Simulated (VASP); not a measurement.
# NbTlSi (P-62m) in VASP: single point with PBE

Aim: the single point of NbTlSi with PBE.

Program: VASP 6.6.1. These are calculated values, not measurements. Logs are shortened: lines on timing, memory, paths and dates and some standing lists are left out, and cuts for length are marked.

### Step 1. The cell of the first run

Symmetry: P-62m, No. 189, hexagonal system. The conventional cell has a = 7.038 Å, b = 7.038 Å, c = 3.458 Å, α = 90.00°, β = 90.00°, γ = 120.00°. Nb (site symmetry m2m) has 5 Si at 2.70 to 2.79 Å and 6 Tl at 2.94 to 2.97 Å and 2 Nb at 3.46 Å within 3.6 Å. Within 3.5 Å of Tl (site symmetry m2m) lie 4 Si at 2.56 to 2.62 Å and 6 Nb at 2.94 to 2.97 Å and 4 Tl at 3.41 to 3.46 Å. Within 3.5 Å of Si (site symmetry -6) lie 3 Tl at 2.56 Å and 6 Nb at 2.79 Å and 2 Si at 3.46 Å. Within 3.5 Å of Si (site symmetry -62m) lie 6 Tl at 2.62 Å and 3 Nb at 2.70 Å and 2 Si at 3.46 Å.

### Step 2. Single point, PBE

INCAR

```
  PREC = Accurate
  ENCUT = 520
  EDIFF = 1E-6
  ISMEAR = 0
  SIGMA = 0.0343
  LREAL = False
  LASPH = True
  NELM = 80
  ALGO = Normal
  ISIF = 2
  LWAVE = False
  LCHARG = False
  GGA = PE
  NBANDS = 55
```

KPOINTS

```
Automatic mesh
0
Gamma
  6 6 9
```

POSCAR

```
NbTlSi
1.0
    7.0382842602      0.0000000000      0.0000000000
   -3.5191421301      6.0953329684      0.0000000000
    0.0000000000      0.0000000000      3.4579909620
Nb Tl Si
3 3 3
Direct
    0.6167762054      0.0000000000      0.5000000000
    0.3832237946      0.3832237946      0.5000000000
    0.0000000000      0.6167762054      0.5000000000
    0.2796959314      0.0000000000      0.0000000000
    0.7203040686      0.7203040686      0.0000000000
    0.0000000000      0.2796959314      0.0000000000
    0.3333333333      0.6666666667      0.0000000000
    0.6666666667      0.3333333333      0.0000000000
    0.0000000000      0.0000000000      0.5000000000
```

Potentials or basis: VASP PAW PBE potentials, release 64 (Nb_sv, Tl_d, Si).

On the command line:

```sh
$ cat potpaw_PBE.64/Nb_sv/POTCAR potpaw_PBE.64/Tl_d/POTCAR potpaw_PBE.64/Si/POTCAR > POTCAR
$ mpirun -np 1 vasp_std > vasp.out
```

OUTCAR:

```text
PREC = Accurate
   ENCUT = 520
   EDIFF = 1E-6
   ISMEAR = 0
   LREAL = False
   LASPH = True
   NELM = 80
   ISIF = 2
   GGA = PE

 ion  position               nearest neighbor table
   1  0.617  0.000  0.500-   9 2.70   8 2.79   8 2.79   7 2.79   7 2.79   4 2.94   4 2.94   5 2.97
                             5 2.97   6 2.97   6 2.97
   2  0.383  0.383  0.500-   9 2.70   8 2.79   8 2.79   7 2.79   7 2.79   5 2.94   5 2.94   6 2.97
                             6 2.97   4 2.97   4 2.97
   3  0.000  0.617  0.500-   9 2.70   7 2.79   7 2.79   8 2.79   8 2.79   6 2.94   6 2.94   5 2.97
                             5 2.97   4 2.97   4 2.97
   4  0.280  0.000  0.000-   7 2.56   8 2.56   9 2.62   9 2.62   1 2.94   1 2.94   3 2.97   3 2.97
                             2 2.97   2 2.97   6 3.41   5 3.41
   5  0.720  0.720  0.000-   7 2.56   8 2.56   9 2.62   9 2.62   2 2.94   2 2.94   3 2.97   3 2.97
                             1 2.97   1 2.97   4 3.41   6 3.41
   6  0.000  0.280  0.000-   8 2.56   7 2.56   9 2.62   9 2.62   3 2.94   3 2.94   2 2.97   2 2.97
                             1 2.97   1 2.97   4 3.41   5 3.41
   7  0.333  0.667  0.000-   4 2.56   6 2.56   5 2.56   3 2.79   3 2.79   1 2.79   1 2.79   2 2.79
                             2 2.79
   8  0.667  0.333  0.000-   6 2.56   4 2.56   5 2.56   1 2.79   1 2.79   3 2.79   3 2.79   2 2.79
                             2 2.79
   9  0.000  0.000  0.500-   4 2.62   4 2.62   6 2.62   5 2.62   5 2.62   6 2.62   1 2.70   2 2.70
                             3 2.70

  LATTYP: Found a hexagonal cell.
 ALAT       =     7.0382842602
 C/A-ratio  =     0.4913116371

  Lattice vectors:

 A1 = (   7.0382842602,   0.0000000000,   0.0000000000)
 A2 = (  -3.5191421301,   6.0953329684,   0.0000000000)
 A3 = (   0.0000000000,   0.0000000000,   3.4579909620)

Analysis of symmetry for initial positions (statically):
=====================================================================
 Subroutine PRICEL returns:
 Original cell was already a primitive cell.

 Routine SETGRP: Setting up the symmetry group for a
 hexagonal supercell.

 Subroutine GETGRP returns: Found 12 space group operations
 (whereof 12 operations were pure point group operations)
 out of a pool of 24 trial point group operations.

The static configuration has the point symmetry D_3h.

Analysis of symmetry for dynamics (positions and initial velocities):
=====================================================================
 Subroutine PRICEL returns:
 Original cell was already a primitive cell.

 Routine SETGRP: Setting up the symmetry group for a
 hexagonal supercell.

 Subroutine GETGRP returns: Found 12 space group operations
 (whereof 12 operations were pure point group operations)
 out of a pool of 24 trial point group operations.

The dynamic configuration has the point symmetry D_3h.

 Subroutine INISYM returns: Found 12 space group operations
 (whereof 12 operations are pure point group operations),
 and found     1 'primitive' translations

----------------------------------------------------------------------------------------

                                     Primitive cell

  volume of cell :     148.3502

  direct lattice vectors                    reciprocal lattice vectors
     7.038284260  0.000000000  0.000000000     0.142080081  0.082029973  0.000000000
    -3.519142130  6.095332968  0.000000000     0.000000000  0.164059946  0.000000000
     0.000000000  0.000000000  3.457990962     0.000000000  0.000000000  0.289185256

  length of vectors
     7.038284260  7.038284260  3.457990962     0.164059946  0.164059946  0.289185256

  position of ions in fractional coordinates (direct lattice)
     0.616776205  0.000000000  0.500000000
     0.383223795  0.383223795  0.500000000
     1.000000000  0.616776205  0.500000000
     0.279695931  0.000000000  0.000000000
     0.720304069  0.720304069  0.000000000
     1.000000000  0.279695931  0.000000000
     0.333333333  0.666666667  0.000000000
     0.666666667  0.333333333  0.000000000
     0.000000000  0.000000000  0.500000000

  ion indices of the primitive-cell ions
   primitive index   ion index
                 1           1
                 2           2
                 3           3
                 4           4
                 5           5
                 6           6
                 7           7
                 8           8
                 9           9

----------------------------------------------------------------------------------------

 KPOINTS: Automatic mesh

Automatic generation of k-mesh.
 Grid dimensions read from file:
 generate k-points for:    6    6    9

 Generating k-lattice:

  Cartesian coordinates                     Fractional coordinates (reciprocal lattice)
     0.023680014  0.013671662  0.000000000     0.166666667 -0.000000000  0.000000000
     0.000000000  0.027343324  0.000000000     0.000000000  0.166666667  0.000000000
     0.000000000  0.000000000  0.032131695     0.000000000  0.000000000  0.111111111

  Length of vectors
     0.027343324  0.027343324  0.032131695

  Shift w.r.t. Gamma in fractional coordinates (k-lattice)
     0.000000000  0.000000000  0.000000000

 Subroutine IBZKPT returns following result:
 ===========================================

 Found     35 irreducible k-points:

 Following reciprocal coordinates:
            Coordinates               Weight
  0.000000  0.000000  0.000000      1.000000
  0.166667  0.000000  0.000000      6.000000
  0.333333  0.000000  0.000000      6.000000
  0.500000  0.000000  0.000000      3.000000
  0.166667  0.166667  0.000000      6.000000
  0.333333  0.166667  0.000000     12.000000
[... 16 lines left out ...]
  0.166667  0.000000  0.333333     12.000000
  0.333333  0.000000  0.333333     12.000000
 [... further k-points ...]
   k-points           NKPTS =     35   k-points in BZ     NKDIM =     35   number of bands    NBANDS=     55
   number of dos      NEDOS =    301   number of ions     NIONS =      9
   total plane-waves  NPLWV =  81648
   dimension x,y,z NGX =    54 NGY =   54 NGZ =   28
   dimension x,y,z NGXF=   108 NGYF=  108 NGZF=   56
   ions per type =               3   3   3
   NGX,Y,Z   is equivalent  to a cutoff of  12.75, 12.75, 13.46 a.u.
   NGXF,Y,Z  is equivalent  to a cutoff of  25.51, 25.51, 26.92 a.u.
 SYSTEM =  unknown system
   PREC   = accura    normal or accurate (medium, high low for compatibility)
   ISTART =      0    job   : 0-new  1-cont  2-samecut
   ICHARG =      2    charge: 1-file 2-atom 10-const
   ISPIN  =      1    spin polarized calculation?
   LNONCOLLINEAR =      F non collinear calculations
   LSORBIT =      F    spin-orbit coupling
   LASPH  =      T    aspherical Exc in radial PAW
   ENCUT  =  520.0 eV  38.22 Ry    6.18 a.u.  13.09 13.09  6.43*2*pi/ulx,y,z
   NELM   =     80;   NELMIN=  2; NELMDL= -5     # of ELM steps
   EDIFF  = 0.1E-05   stopping-criterion for ELM
   LREAL  =      F    real-space projection
   EDIFFG = 0.1E-04   stopping-criterion for IOM
   NSW    =      0    number of steps for IOM
   IBRION =     -1    ionic relax: 0-MD 1-quasi-New 2-CG
   NFREE  =      0    steps in history (QN), initial steepest desc. (CG)
   ISIF   =      2    stress and relaxation
   ISYM   =      2    0-nonsym 1-usesym 2-fastsym
   POTIM  = 0.5000    time-step for ionic-motion
   TEBEG  =    0.0;   TEEND  =   0.0 temperature during run
   PSTRESS=    0.0 pullay stress
   NELECT =      90.0000    total number of electrons
   NUPDOWN=      -1.0000    fix difference up-down
   EMIN   =  10.00;   EMAX   =-10.00  energy-range for DOS
   EFERMI =   0.00;   METHOD = LEGACY
   ISMEAR =     0;   SIGMA  =   0.03  broadening in eV -4-tet -1-fermi 0-gaus
   EFERMI_NEDOS =   21; number of points for ismear=-14 and -15
   IALGO  =     38    algorithm
   IMIX   =      4    mixing-type and parameters
     AMIX     =   0.40;   BMIX     =  1.00
     AMIX_MAG =   1.60;   BMIX_MAG =  1.00
  volume/ion in A,a.u.               =      16.48       111.24
  Fermi-wavevector in a.u.,A,eV,Ry     =   1.385882  2.618938 26.132293  1.920669
  Thomas-Fermi vector in A             =   2.510250
   LORBIT       =      0    0 simple, 1 ext, 2 COOP (PROOUT), +10 PAW based schemes
   GGA     = PE    functional components
   LHFCALC =     F    Hartree Fock is set to
   AEXX    =    0.0000 exact exchange contribution
   IVDW    =     0    specifies the selected vdW correction
   LEPSILON=     F    determine dielectric tensor
   LRPA    =     F    only Hartree local field effects (RPA)
 non-spin polarized calculation
 Gauss-broadening in eV      SIGMA  =   0.03
  energy-cutoff  :      520.00
  volume of cell :      148.35
 maximum number of plane-waves:      4020
 NGX is ok and might be reduce to    54
   NGX = 27   NGY = 27   NGZ = 13

 number of electron      90.0000004 magnetization

 Free energy of the ion-electron system (eV)
  ---------------------------------------------------
  ext. energy  EPLUGINS =         0.00000000
  ---------------------------------------------------
  free energy    TOTEN  =       -47.80854808 eV

  energy without entropy =      -47.80445496  energy(sigma->0) =      -47.80650152

 E-fermi :  12.2120     XC(G=0): -12.2884

 val. band max:       12.2074652723   @ k =   0.5000   0.0000   0.0000
 cond. band min:      12.2303796806   @ k =   0.1667   0.0000   0.1111
 fundamental gap:      0.0229144082
 Fermi energy:        12.2120042527

 k-point     1 :       0.0000    0.0000    0.0000
  band No.  band energies     occupation
      1     -42.9260      2.00000
      2     -42.9209      2.00000
      3     -42.9209      2.00000
      4     -19.1326      2.00000
      5     -19.0817      2.00000
      6     -19.0817      2.00000
[... 47 lines left out ...]
     54      15.5493      0.00000
     55      16.1466      0.00000

 k-point     2 :       0.1667    0.0000    0.0000
  band No.  band energies     occupation
      1     -42.9257      2.00000
      2     -42.9212      2.00000
      3     -42.9210      2.00000
      4     -19.1309      2.00000
      5     -19.0844      2.00000
      6     -19.0778      2.00000
[... 47 lines left out ...]
     54      15.5720      0.00000
     55      16.2210      0.00000

 k-point     3 :       0.3333    0.0000    0.0000
  band No.  band energies     occupation
      1     -42.9249      2.00000
      2     -42.9220      2.00000
      3     -42.9211      2.00000
      4     -19.1257      2.00000
      5     -19.0905      2.00000
      6     -19.0701      2.00000
[... 1152 lines left out ...]
 k-point    23 :       0.1667    0.0000    0.3333
  band No.  band energies     occupation
      1     -42.9171      2.00000
      2     -42.9131      2.00000
      3     -42.9128      2.00000
      4     -19.1624      2.00000
      5     -19.1464      2.00000
      6     -19.1457      2.00000
[... 47 lines left out ...]
     54      14.8786      0.00000
     55      15.2593      0.00000

 k-point    24 :       0.3333    0.0000    0.3333
  band No.  band energies     occupation
      1     -42.9164      2.00000
      2     -42.9138      2.00000
      3     -42.9129      2.00000
      4     -19.1591      2.00000
      5     -19.1491      2.00000
      6     -19.1464      2.00000
[... 47 lines left out ...]
     54      14.9796      0.00000
     55      15.3048      0.00000

 [... further k-points ...]

------------------------ aborting loop because EDIFF is reached ----------------------------------------

  FORCE on cell =-STRESS in cart. coord.  units (eV):
  Direction    XX          YY          ZZ          XY          YZ          ZX
  --------------------------------------------------------------------------------------
  -------------------------------------------------------------------------------------
  Total       18.3297119     18.3297119     18.3144596      0.0000000      0.0000000     -0.0000000
  in kB      197.9603126    197.9603126    197.7955873      0.0000000      0.0000000     -0.0000000
  external PRESSURE =     197.9054042 kB  Pullay stress =       0.0000000 kB

 VOLUME and BASIS-vectors are now :
 -----------------------------------------------------------------------------
  energy-cutoff  :      520.00
  volume of cell :      148.35
      direct lattice vectors                 reciprocal lattice vectors
     7.038284260  0.000000000  0.000000000     0.142080081  0.082029973  0.000000000
    -3.519142130  6.095332968  0.000000000     0.000000000  0.164059946  0.000000000
     0.000000000  0.000000000  3.457990962     0.000000000  0.000000000  0.289185256

 POSITION                                       TOTAL-FORCE (eV/Angst)
 -----------------------------------------------------------------------------------
      4.34105      0.00000      1.72900        -0.001879      0.000000      0.000000
      1.34862      2.33588      1.72900         0.000939      0.001627     -0.000000
     -2.17052      3.75946      1.72900         0.000939     -0.001627      0.000000
      1.96858      0.00000      0.00000         0.002399      0.000000     -0.000000
      2.53485      4.39049      0.00000        -0.001200     -0.002078      0.000000
     -0.98429      1.70484      0.00000        -0.001200      0.002078     -0.000000
     -0.00000      4.06356      0.00000         0.000000     -0.000000     -0.000000
      3.51914      2.03178      0.00000         0.000000      0.000000     -0.000000
      0.00000      0.00000      1.72900         0.000000     -0.000000     -0.000000
 -----------------------------------------------------------------------------------
    total drift:                                0.000002      0.000003     -0.000001

  FREE ENERGIE OF THE ION-ELECTRON SYSTEM (eV)
  ---------------------------------------------------
  free  energy   TOTEN  =       -47.8085480790 eV

  energy  without entropy=      -47.8044549574  energy(sigma->0) =      -47.80650152
```

Wall time 3.2 min (1 thread of Intel Xeon 6975P-C (Granite Rapids), shared host); peak memory 0.41 GiB.

Results:

```yaml
Free_energy: -47.8085 eV
Pressure: 19.8 GPa
Band_gap_on_the_k_mesh: zero (bands 45 and 46 overlap by 1.15 eV)
```

Forces on the atoms (eV/Å):
```
Nb  -0.002  0.000  0.000
Nb   0.001  0.002  0.000
Nb   0.001 -0.002  0.000
Tl   0.002  0.000  0.000
Tl  -0.001 -0.002  0.000
Tl  -0.001  0.002  0.000
Si   0.000  0.000  0.000
Si   0.000  0.000  0.000
Si   0.000  0.000  0.000
```

Levels at points of the mesh, in eV from the Fermi level:
```csv
k point,band 43,band 44,band 45,band 46,band 47,band 48
"(0.00, 0.00, 0.00)",-0.86,-0.57,-0.28,-0.10,0.47,0.47
"(0.50, 0.00, 0.00)",-0.34,0.00,0.28,0.40,0.41,0.61
```

Caveat: the cell stands under pressure; spin-orbit coupling is left out, which moves the levels of the heavy elements.

The gap in the log of VASP goes by the Fermi energy; the results here count the filled bands.